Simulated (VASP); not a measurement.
A run of VASP 6.6.1 is set up as follows.

Contents of POSCAR:

```
NbTe
1.0
    3.7274981105      0.0000000000      0.0000000000
   -1.8637490552      3.2281080563      0.0000000000
    0.0000000000      0.0000000000      3.7186766865
Te Nb
1 1
Direct
    0.6666666667      0.3333333333      0.0000000000
    0.0000000000      0.0000000000      0.5000000000
```

Contents of INCAR.step1:

```
SYSTEM = NbTe
ALGO = Normal ; EDIFF = 1E-5
ENCUT = 520 ; GGA = PE
ISIF = 2 ; ISMEAR = -1
LASPH = .TRUE. ; LREAL = .FALSE.
LWAVE = .TRUE. ; NBANDS = 16
NELM = 80 ; PREC = Accurate
SIGMA = 0.05
```

INCAR.step2

```
SYSTEM = NbTe
ALGO = Normal ; EDIFF = 1E-6
ENCUT = 520 ; GGA = PE
HFSCREEN = 0.2079 ; ISIF = 2
ISMEAR = -1 ; ISTART = 1
LASPH = .TRUE. ; LCHARG = .TRUE.
LELF = .TRUE. ; LHFCALC = .TRUE.
LREAL = .FALSE. ; LVHAR = .TRUE.
LWAVE = .FALSE. ; NBANDS = 16
NELM = 80 ; PREC = Accurate
PRECFOCK = Normal ; SIGMA = 0.05
```

Contents of KPOINTS:

```
k-points
0
G
  6 6 4
  0 0 0
```

Potentials or basis: VASP PAW PBE potentials, release 64 (Te, Nb_sv).

The run is started by

```bash
$ cat potpaw_PBE.64/Te/POTCAR potpaw_PBE.64/Nb_sv/POTCAR > POTCAR
$ cp INCAR.step1 INCAR
$ mpirun -np 1 vasp_std > vasp.out
$ cp INCAR.step2 INCAR
$ mpirun -np 1 vasp_std > vasp.out
```

(1) Predict the band gap on the k mesh.

(2) Predict the pressure.

## Answers

(1) zero (an odd number of electrons rules out a gap without spin polarisation).

(2) -7.8 GPa.

Caveat: the k points lie up to 0.42 Å⁻¹ apart, too coarse for converged energies and pressures of a metal; the PAW data sets were made with another functional, which shifts forces and pressure a little; spin-orbit coupling is left out, which moves the levels of the heavy elements.
